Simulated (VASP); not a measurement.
N:

```
CELL_PARAMETERS angstrom
4.93087 2.84684 4.40249
-4.93087 2.84684 4.40249
0.00000 -5.69368 4.40249
ATOMIC_POSITIONS crystal
N 0.55861 0.04238 0.72083
N 0.95762 0.27917 0.44139
N 0.72083 0.55861 0.04238
N 0.95814 0.95814 0.95814
N 0.54238 0.05861 0.22083
N 0.77917 0.45762 0.94139
N 0.27917 0.44139 0.95762
N 0.04186 0.04186 0.04186
N 0.45762 0.94139 0.77917
N 0.54186 0.54186 0.54186
N 0.44139 0.95762 0.27917
N 0.45814 0.45814 0.45814
N 0.04238 0.72083 0.55861
N 0.94139 0.77917 0.45762
N 0.22083 0.54238 0.05861
N 0.05861 0.22083 0.54238
```

Base run:

| Quantity | Value |
| --- | --- |
| Program | VASP 6.6.1 |
| Functional | PBE |
| Potentials or basis | VASP PAW PBE potentials, release 64 (N) |
| Cutoff | 520 eV |
| k mesh | 5 × 5 × 5 |
| Occupations | fermi-dirac, width 0.05 eV |
| Spin | no spin polarisation |

Its results: band gap on the k mesh 7.32 eV, indirect (least direct gap 7.37 eV); pressure 1.6 GPa; largest force 1.083 eV/Å.

Task: The run is repeated on the same cell with these changes: functional from PBE to r2SCAN. What comes out?

Result: Band gap on the k mesh 8.01 eV, indirect (least direct gap 8.06 eV); pressure -0.1 GPa; largest force 0.167 eV/Å.

r2SCAN gives the wider gap, since meta-GGAs in the generalised Kohn-Sham scheme recover part of the derivative discontinuity.

Caveats: the standard files for N, O and F lose accuracy on very short bonds; forces of over 1 eV/Å act on the atoms, so gaps and moduli don't describe the material at rest (some runs); the PAW data sets were made with another functional, which shifts forces and pressure a little (some runs).

A k mesh can miss the band edges.
